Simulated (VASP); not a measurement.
Wanted: the native input for a VASP 6.6.1 run.

```
Task                   : single point
Functional             : PBEsol
Potentials or basis    : VASP PAW PBE potentials, release 64 (P)
Cutoff                 : 520 eV
k mesh                 : 6 × 6 × 2
Occupations            : methfessel-paxton, width 0.1 eV
Spin                   : no spin polarisation
Dipole correction      : no
Further INCAR settings : ALGO = Normal; EDIFF = 1e-06; NBANDS = 8
```

The structure of P lies in POSCAR:

```
P
1.0
    4.3405850000      0.0000000000      0.0000000000
   -2.1702920000      3.7590570000      0.0000000000
    0.0000000000      0.0000000000     11.0718330000
P
1
Direct
    0.0000000000      0.0000000000      0.0000000000
```

One way to write it, as run:

INCAR

```
SYSTEM = P
PREC = Accurate
ENCUT = 520
EDIFF = 1E-6
ISMEAR = 1
SIGMA = 0.1
LREAL = .FALSE.
LASPH = .TRUE.
NELM = 80
ALGO = Normal
ISIF = 2
LWAVE = .FALSE.
LCHARG = .FALSE.
GGA = PS
NBANDS = 8
```

KPOINTS

```
Automatic mesh
0
G
  6 6 2
  0 0 0
```

Potentials or basis: VASP PAW PBE potentials, release 64 (P).

The run is started by

```bash
$ cat potpaw_PBE.64/P/POTCAR > POTCAR
$ mpirun -np 1 vasp_std > vasp.out
```

It gave:

- Pressure: -1.5 GPa

Caveat: the PAW data sets were made with another functional, which shifts forces and pressure a little.

Wall time 13 s on 1 thread of Intel(R) Xeon(R) Platinum 8559C (Emerald Rapids), on a shared host, peak memory 0.25 GiB.
